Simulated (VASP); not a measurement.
Write the native input for VASP 6.6.1 that does the following.

- Task: electric field gradients
- Functional: PBEsol
- Potentials or basis: VASP PAW PBE potentials, release 64 (Cd, Te)
- Cutoff: 520 eV
- k mesh: 7 × 7 × 7
- Occupations: fermi-dirac, width 0.01 eV
- Spin: no spin polarisation
- Dipole correction: no
- Further INCAR settings: ALGO = Normal; EDIFF = 1e-08; NBANDS = 16

The structure of CdTe lies in POSCAR:

```
CdTe
1.0
    0.0000000000      3.3038500410      3.3038500410
    3.3038500410      0.0000000000      3.3038500410
    3.3038500410      3.3038500410      0.0000000000
Cd Te
1 1
Direct
    0.0000000000      0.0000000000      0.0000000000
    0.7500000000      0.7500000000      0.7500000000
```

This cell differs from its parent crystal: volume scaled by 1.02.

The input as run:

INCAR

```
  PREC = Accurate
  ENCUT = 520
  EDIFF = 1E-8
  ISMEAR = -1
  SIGMA = 0.01
  LREAL = F
  LASPH = T
  NELM = 60
  ALGO = Normal
  ISIF = 2
  LWAVE = F
  LCHARG = F
  GGA = PS
  LEFG = T
  NBANDS = 16
```

KPOINTS

```
regular mesh
0
Gamma
  7 7 7
```

Potentials or basis: VASP PAW PBE potentials, release 64 (Cd, Te).

Run with:

```sh
$ cat potpaw_PBE.64/Cd/POTCAR potpaw_PBE.64/Te/POTCAR > POTCAR
$ mpirun -np 1 vasp_std > vasp.out
```

It gave:

- Pressure: -1.8 GPa
- Band gap on the k mesh: 0.49 eV, direct

Caveat: without QUAD_EFG the Cq values of the log hold for a quadrupole moment of 1 mb, not for the nuclei; the PAW data sets were made with another functional, which shifts forces and pressure a little; spin-orbit coupling is left out, which moves the levels of the heavy elements.

It took 10 s on 1 thread of Intel(R) Xeon(R) 6975P-C (Granite Rapids), with other jobs on the host, peak memory 0.21 GiB.
